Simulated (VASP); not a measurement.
# Sb (Im-3m) in VASP: settings compared

Aim: see how the results for Sb move with the level of theory and the settings. Levels: revPBE, BLYP. Tasks: single point.

All numbers are computed with VASP 6.6.1; they aren't measurements. Logs are shortened: lines on timing, memory, paths and dates and some standing lists are left out, and cuts for length are marked.

## Step 1: The cell of the first run

Symmetry: Im-3m, No. 229, cubic system. The conventional cell has a = 3.824 Å, b = 3.824 Å, c = 3.824 Å, α = 90.00°, β = 90.00°, γ = 90.00°. Within 4.4 Å of Sb (site symmetry m-3m) lie 14 Sb at 3.31 to 3.82 Å.

## Step 2: Single point, revPBE

File INCAR:

```
SYSTEM = Sb
PREC = Accurate
ENCUT = 520
EDIFF = 1E-6
ISMEAR = -1
SIGMA = 0.05
LREAL = .FALSE.
LASPH = .TRUE.
NELM = 80
ALGO = Normal
ISIF = 2
LWAVE = .FALSE.
LCHARG = .FALSE.
GGA = RE
NBANDS = 8
```

File KPOINTS:

```
regular mesh
0
G
  10 10 10
  0 0 0
```

File POSCAR:

```
Sb
1.0
   -1.9117540787      1.9117540787      1.9117540787
    1.9117540787     -1.9117540787      1.9117540787
    1.9117540787      1.9117540787     -1.9117540787
Sb
1
Direct
    0.0000000000      0.0000000000      0.0000000000
```

Potentials or basis: VASP PAW PBE potentials, release 64 (Sb).

Command:

```sh
cat potpaw_PBE.64/Sb/POTCAR > POTCAR
mpirun -np 1 vasp_std > vasp.out
```

OUTCAR:

```text
SYSTEM = Sb
   PREC = Accurate
   ENCUT = 520
   EDIFF = 1E-6
   ISMEAR = -1
   LREAL = .FALSE.
   LASPH = .TRUE.
   NELM = 80
   ISIF = 2
   GGA = RE

 ion  position               nearest neighbor table
   1  0.000  0.000  0.000-

  LATTYP: Found a body centered cubic cell.
 ALAT       =     3.8235081574

  Lattice vectors:

 A1 = (  -1.9117540787,   1.9117540787,   1.9117540787)
 A2 = (   1.9117540787,  -1.9117540787,   1.9117540787)
 A3 = (   1.9117540787,   1.9117540787,  -1.9117540787)

Analysis of symmetry for initial positions (statically):
=====================================================================
 Subroutine PRICEL returns:
 Original cell was already a primitive cell.

 Routine SETGRP: Setting up the symmetry group for a
 body centered cubic supercell.

 Subroutine GETGRP returns: Found 48 space group operations
 (whereof 48 operations were pure point group operations)
 out of a pool of 48 trial point group operations.

The static configuration has the point symmetry O_h .

Analysis of symmetry for dynamics (positions and initial velocities):
=====================================================================
 Subroutine PRICEL returns:
 Original cell was already a primitive cell.

 Routine SETGRP: Setting up the symmetry group for a
 body centered cubic supercell.

 Subroutine GETGRP returns: Found 48 space group operations
 (whereof 48 operations were pure point group operations)
 out of a pool of 48 trial point group operations.

The dynamic configuration has the point symmetry O_h .

 Subroutine INISYM returns: Found 48 space group operations
 (whereof 48 operations are pure point group operations),
 and found     1 'primitive' translations

----------------------------------------------------------------------------------------

                                     Primitive cell

  volume of cell :      27.9483

  direct lattice vectors                    reciprocal lattice vectors
    -1.911754079  1.911754079  1.911754079     0.000000000  0.261539915  0.261539915
     1.911754079 -1.911754079  1.911754079     0.261539915  0.000000000  0.261539915
     1.911754079  1.911754079 -1.911754079     0.261539915  0.261539915  0.000000000

  length of vectors
     3.311255196  3.311255196  3.311255196     0.369873295  0.369873295  0.369873295

  position of ions in fractional coordinates (direct lattice)
     0.000000000  0.000000000  0.000000000

  ion indices of the primitive-cell ions
   primitive index   ion index
                 1           1

----------------------------------------------------------------------------------------

 KPOINTS: regular mesh

Automatic generation of k-mesh.
 Grid dimensions read from file:
 generate k-points for:   10   10   10

 Generating k-lattice:

  Cartesian coordinates                     Fractional coordinates (reciprocal lattice)
     0.000000000  0.026153992  0.026153992     0.100000000  0.000000000  0.000000000
     0.026153992  0.000000000  0.026153992     0.000000000  0.100000000  0.000000000
     0.026153992  0.026153992  0.000000000     0.000000000  0.000000000  0.100000000

  Length of vectors
     0.036987330  0.036987330  0.036987330

  Shift w.r.t. Gamma in fractional coordinates (k-lattice)
     0.000000000  0.000000000  0.000000000

 Subroutine IBZKPT returns following result:
 ===========================================

 Found     47 irreducible k-points:

 Following reciprocal coordinates:
            Coordinates               Weight
  0.000000  0.000000  0.000000      1.000000
  0.100000  0.000000  0.000000     12.000000
  0.200000  0.000000  0.000000     12.000000
  0.300000  0.000000  0.000000     12.000000
  0.400000  0.000000  0.000000     12.000000
  0.500000  0.000000  0.000000      6.000000
[... 16 lines left out ...]
  0.300000  0.300000  0.100000      8.000000
 -0.300000  0.300000  0.100000     24.000000
 [... further k-points ...]
   k-points           NKPTS =     47   k-points in BZ     NKDIM =     47   number of bands    NBANDS=      8
   number of dos      NEDOS =    301   number of ions     NIONS =      1
   total plane-waves  NPLWV =  21952
   dimension x,y,z NGX =    28 NGY =   28 NGZ =   28
   dimension x,y,z NGXF=    56 NGYF=   56 NGZF=   56
   ions per type =               1
   NGX,Y,Z   is equivalent  to a cutoff of  14.06, 14.06, 14.06 a.u.
   NGXF,Y,Z  is equivalent  to a cutoff of  28.12, 28.12, 28.12 a.u.
 SYSTEM =  Sb
   PREC   = accura    normal or accurate (medium, high low for compatibility)
   ISTART =      0    job   : 0-new  1-cont  2-samecut
   ICHARG =      2    charge: 1-file 2-atom 10-const
   ISPIN  =      1    spin polarized calculation?
   LNONCOLLINEAR =      F non collinear calculations
   LSORBIT =      F    spin-orbit coupling
   LASPH  =      T    aspherical Exc in radial PAW
   ENCUT  =  520.0 eV  38.22 Ry    6.18 a.u.   6.16  6.16  6.16*2*pi/ulx,y,z
   NELM   =     80;   NELMIN=  2; NELMDL= -5     # of ELM steps
   EDIFF  = 0.1E-05   stopping-criterion for ELM
   LREAL  =      F    real-space projection
   EDIFFG = 0.1E-04   stopping-criterion for IOM
   NSW    =      0    number of steps for IOM
   IBRION =     -1    ionic relax: 0-MD 1-quasi-New 2-CG
   NFREE  =      0    steps in history (QN), initial steepest desc. (CG)
   ISIF   =      2    stress and relaxation
   ISYM   =      2    0-nonsym 1-usesym 2-fastsym
   POTIM  = 0.5000    time-step for ionic-motion
   TEBEG  =    0.0;   TEEND  =   0.0 temperature during run
   PSTRESS=    0.0 pullay stress
   NELECT =       5.0000    total number of electrons
   NUPDOWN=      -1.0000    fix difference up-down
   EMIN   =  10.00;   EMAX   =-10.00  energy-range for DOS
   EFERMI =   0.00;   METHOD = LEGACY
   ISMEAR =    -1;   SIGMA  =   0.05  broadening in eV -4-tet -1-fermi 0-gaus
   EFERMI_NEDOS =   21; number of points for ismear=-14 and -15
   IALGO  =     38    algorithm
   IMIX   =      4    mixing-type and parameters
     AMIX     =   0.40;   BMIX     =  1.00
     AMIX_MAG =   1.60;   BMIX_MAG =  1.00
  volume/ion in A,a.u.               =      27.95       188.60
  Fermi-wavevector in a.u.,A,eV,Ry     =   0.922457  1.743191 11.577564  0.850927
  Thomas-Fermi vector in A             =   2.047986
   LORBIT       =      0    0 simple, 1 ext, 2 COOP (PROOUT), +10 PAW based schemes
   GGA     = RE    functional components
   LHFCALC =     F    Hartree Fock is set to
   AEXX    =    0.0000 exact exchange contribution
   IVDW    =     0    specifies the selected vdW correction
   LEPSILON=     F    determine dielectric tensor
   LRPA    =     F    only Hartree local field effects (RPA)
 non-spin polarized calculation
  energy-cutoff  :      520.00
  volume of cell :       27.95
 maximum number of plane-waves:       767
 NGX is ok and might be reduce to    28
   NGX = 13   NGY = 13   NGZ = 13

 number of electron       4.9999999 magnetization

 Free energy of the ion-electron system (eV)
  ---------------------------------------------------
  ext. energy  EPLUGINS =         0.00000000
  ---------------------------------------------------
  free energy    TOTEN  =        -3.57472702 eV

  energy without entropy =       -3.56596416  energy(sigma->0) =       -3.57034559

 E-fermi :   8.0381     XC(G=0): -10.0351

 val. band max:        7.9988527016   @ k =   0.5000   0.5000   0.3000
 cond. band min:       8.0419316611   @ k =  -0.3000   0.4000   0.1000
 fundamental gap:      0.0430789595
 Fermi energy:         8.0380569509

 k-point     1 :       0.0000    0.0000    0.0000
  band No.  band energies     occupation
      1      -4.5014      2.00000
      2      13.2733      0.00000
      3      13.2733      0.00000
      4      13.2733      0.00000
      5      18.4233      0.00000
      6      18.4233      0.00000
      7      18.4233      0.00000
      8      19.7713      0.00000

 k-point     2 :       0.1000    0.0000    0.0000
  band No.  band energies     occupation
      1      -4.2995      2.00000
      2      11.8237      0.00000
      3      12.6743      0.00000
      4      13.1148      0.00000
      5      17.3768      0.00000
      6      17.4570      0.00000
      7      19.0967      0.00000
      8      19.2601      0.00000

 k-point     3 :       0.2000    0.0000    0.0000
  band No.  band energies     occupation
      1      -3.6993      2.00000
      2       9.0751      0.00000
      3      11.5503      0.00000
      4      12.6936      0.00000
      5      16.0070      0.00000
      6      16.3528      0.00000
      7      18.9839      0.00000
      8      19.8426      0.00000

 k-point     4 :       0.3000    0.0000    0.0000
  band No.  band energies     occupation
      1      -2.7270      2.00000
      2       6.2839      2.00000
      3      10.5459      0.00000
      4      12.1910      0.00000
      5      15.0577      0.00000
      6      15.5451      0.00000
      7      19.5669      0.00000
      8      20.5923      0.00000

 k-point     5 :       0.4000    0.0000    0.0000
  band No.  band energies     occupation
      1      -1.4960      2.00000
      2       3.8947      2.00000
      3       9.8884      0.00000
      4      11.8103      0.00000
      5      14.5060      0.00000
      6      15.0589      0.00000
      7      20.6278      0.00000
      8      21.6463      0.00000
[... 177 lines left out ...]
 k-point    22 :      -0.2000    0.2000    0.1000
  band No.  band energies     occupation
      1      -3.4995      2.00000
      2       9.1410      0.00000
      3      10.9289      0.00000
      4      11.6326      0.00000
      5      15.8166      0.00000
      6      17.2594      0.00000
      7      17.8284      0.00000
      8      20.3588      0.00000

 k-point    23 :       0.3000    0.3000    0.1000
  band No.  band energies     occupation
      1       0.0931      2.00000
      2       4.6458      2.00000
      3       4.6458      2.00000
      4       8.2222      0.04911
      5      19.0811      0.00000
      6      21.0990      0.00000
      7      21.0990      0.00000
      8      23.4730      0.00000

 k-point    24 :      -0.3000    0.3000    0.1000
  band No.  band energies     occupation
      1      -2.5308      2.00000
      2       6.4335      2.00000
      3       9.9345      0.00000
      4      11.2299      0.00000
      5      15.5275      0.00000
      6      16.4602      0.00000
      7      17.6252      0.00000
      8      22.6388      0.00000

 [... further k-points ...]
[... 5 lines left out ...]
  --------------------------------------------------------------------------------------
  -------------------------------------------------------------------------------------
  Total       -0.0311736     -0.0311736     -0.0311736     -0.0000000      0.0000000     -0.0000000
  in kB       -1.7870681     -1.7870681     -1.7870681     -0.0000000      0.0000000     -0.0000000
  external PRESSURE =      -1.7870681 kB  Pullay stress =       0.0000000 kB

 VOLUME and BASIS-vectors are now :
 -----------------------------------------------------------------------------
  energy-cutoff  :      520.00
  volume of cell :       27.95
      direct lattice vectors                 reciprocal lattice vectors
    -1.911754079  1.911754079  1.911754079     0.000000000  0.261539915  0.261539915
     1.911754079 -1.911754079  1.911754079     0.261539915  0.000000000  0.261539915
     1.911754079  1.911754079 -1.911754079     0.261539915  0.261539915  0.000000000

 POSITION                                       TOTAL-FORCE (eV/Angst)
 -----------------------------------------------------------------------------------
      0.00000      0.00000      0.00000        -0.000000      0.000000      0.000000
 -----------------------------------------------------------------------------------
    total drift:                                0.000000      0.000000      0.000000

  FREE ENERGIE OF THE ION-ELECTRON SYSTEM (eV)
  ---------------------------------------------------
  free  energy   TOTEN  =        -3.5747270212 eV

  energy  without entropy=       -3.5659641614  energy(sigma->0) =       -3.57034559
```

It took 4.8 s on 1 thread of AMD EPYC 9R45 (Zen 5), shared host; peak memory 0.12 GiB.

Results:

```yaml
Free_energy: -3.5747 eV
Pressure: -0.2 GPa
```

Caveat: the PAW data sets were made with another functional, which shifts forces and pressure a little; spin-orbit coupling is left out, which moves the levels of the heavy elements.

## Step 3: Single point, BLYP

This run uses another cell than the first one, of 30.28 Å³/atom, 1.084 times its volume.

File INCAR:

```
SYSTEM = Sb
PREC = Accurate ; ENCUT = 520
EDIFF = 1E-6 ; ISMEAR = -1
SIGMA = 0.05 ; LREAL = .FALSE.
LASPH = .TRUE. ; NELM = 100
ALGO = Normal ; ISIF = 2
LWAVE = .FALSE. ; LCHARG = .FALSE.
GGA = B5 ; ALDAX = 1.0
AGGAX = 1.0 ; AGGAC = 1.0
ALDAC = 0.0 ; NBANDS = 8
```

File KPOINTS:

```
Automatic mesh
0
G
  10 10 10
  0 0 0
```

File POSCAR:

```
Sb
1.0
   -1.9635811530      1.9635811530      1.9635811530
    1.9635811530     -1.9635811530      1.9635811530
    1.9635811530      1.9635811530     -1.9635811530
Sb
1
Direct
    0.0000000000      0.0000000000      0.0000000000
```

Potentials or basis: VASP PAW PBE potentials, release 64 (Sb).

Command:

```sh
cat potpaw_PBE.64/Sb/POTCAR > POTCAR
mpirun -np 1 vasp_std > vasp.out
```

It took 8.8 s on 1 thread of AMD EPYC 9R45 (Zen 5), shared host; peak memory 0.13 GiB.

The run converged. Its results:

```
Free energy : -3.0255 eV
Pressure    : 0.1 GPa
```

Levels at points of the mesh, in eV from the Fermi level:
```
           k point  band 1  band 2  band 3  band 4  band 5
(0.00, 0.00, 0.00)  -11.95    4.49    4.49    4.49   10.24
(0.50, 0.00, 0.00)   -8.68   -4.75    1.37    3.33    6.37
(0.50, 0.50, 0.50)   -6.21   -1.72   -1.72   -1.72    3.61
```

Caveat: the PAW data sets were made with another functional, which shifts forces and pressure a little; spin-orbit coupling is left out, which moves the levels of the heavy elements.
